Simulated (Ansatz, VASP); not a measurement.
**PbO: VASP beside Ansatz**

```
CELL_PARAMETERS angstrom
6.40149 0.00000 0.00000
0.00000 5.81477 0.00000
0.00000 0.00000 4.80419
ATOMIC_POSITIONS crystal
Pb 0.21144 0.97870 0.25000
Pb 0.78856 0.02130 0.75000
Pb 0.21144 0.52130 0.75000
Pb 0.78856 0.47870 0.25000
O 0.87544 0.09711 0.25000
O 0.12456 0.90289 0.75000
O 0.87544 0.40289 0.75000
O 0.12456 0.59711 0.25000
```

Alike in both runs: functional PBE; k mesh 4 × 6 × 6; occupations fermi-dirac, width 0.02 eV; no spin polarisation.

Ansatz relaxed the structure, and its values are those at the end. VASP's run is a single point on that final structure, the one shown.

|  | VASP | Ansatz |
| --- | --- | --- |
| version | VASP 6.6.1 | Ansatz 0.2.0 |
| potentials or method | VASP PAW PBE potentials, release 64 (Pb_d, O), cutoff 520 eV | PAW plane waves |
| valence electrons in the cell | 80 | 80 |

|  | VASP | Ansatz | Ansatz less VASP |
| --- | --- | --- | --- |
| gap on the k mesh at the Fermi level (eV) | 2.30 | 2.31 | +0.005 |
| pressure (GPa) | 0.0 | 0.0 | -0.04 |
| rms of the force components (eV/Å) | 0.015 | 0.002 | -0.0135 |

The functional is the same, so the differences come from potentials, cutoffs and numerics.

Neither program's run includes spin-orbit coupling.
